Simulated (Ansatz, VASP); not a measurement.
# PtSe2 in VASP and in Ansatz

Contents of INCAR:

```
PREC = Accurate
ENCUT = 520
EDIFF = 1E-6
ISMEAR = 0
SIGMA = 0.15
LREAL = False
LASPH = True
NELM = 80
ALGO = Normal
ISIF = 2
LWAVE = False
LCHARG = True
GGA = PS
LELF = True
LVHAR = True
NBANDS = 18
```

KPOINTS

```
Automatic mesh
0
Gamma
  12 12 10
```

File POSCAR:

```
PtSe2
1.0
    3.7607249071      0.0000000000      0.0000000000
   -1.8803624535      3.2568833062      0.0000000000
    0.0000000000      0.0000000000      4.5715116915
Pt Se
1 2
Direct
    0.0000000000      0.0000000000      0.0000000000
    0.3333333333      0.6666666667      0.2606754608
    0.6666666667      0.3333333333      0.7393245392
```

Input for Ansatz:

```yaml
crystal:
  lattice:
    - [3.7607249071, 0.0, 0.0]
    - [-1.8803624535, 3.2568833062, 0.0]
    - [0.0, 0.0, 4.5715116915]
  atoms:
    - { symbol: Pt, position: [0.0, 0.0, 0.0] }
    - { symbol: Se, position: [0.3333333333, 0.6666666667, 0.2606754608] }
    - { symbol: Se, position: [0.6666666667, 0.3333333333, 0.7393245392] }
basis:
  ecutwfc: 420
kpoints:
  mp_grid: { grid: [12, 12, 10] }
hamiltonian:
  xc: pbesol
scf:
  occupations: { method: gaussian, width: 0.15 }
output:
  forces: true
  stress: true
  eigenvalues: true
  write_density: true
  write_potential: true
  elf: true
  volumetric_format: npy
```

Change from the starting cell: strain -0.0600 x Voigt [0, 0, 1, 0, 0, 0], atoms carried along.

Alike in both runs: task single point; functional PBEsol; k mesh 12 × 12 × 10; occupations gaussian, width 0.15 eV; no spin polarisation.

```csv
,VASP,Ansatz
version,VASP 6.6.1,Ansatz 0.2.0
potentials or method,"VASP PAW PBE potentials, release 64 (Pt, Se), cutoff 520 eV","scalar-relativistic, plane waves, PAW"
valence electrons in the cell,22,50
```

```tsv
	VASP	Ansatz	Ansatz less VASP
gap on the k mesh at the Fermi level (eV)	none	none	-
pressure (GPa)	7.2	7.0	-0.14
traceless stress, the component that is largest in VASP (GPa)	0.81	0.85	+0.039
rms of the force components (eV/Å)	0.361	0.351	-0.0095
```

VASP's potentials were made for PBE, not for PBEsol. Atom by atom the forces differ by 0.010 eV/Å (rms over components). A gap of «none» marks a metal or a gap that the smearing closes. With one functional, cell and mesh, what is left measures potentials, basis and numerics. VASP's potentials hold 22 valence electrons a cell and Ansatz's 50, so a difference there can come from the potentials and not from the codes.

Spin-orbit coupling is off throughout.
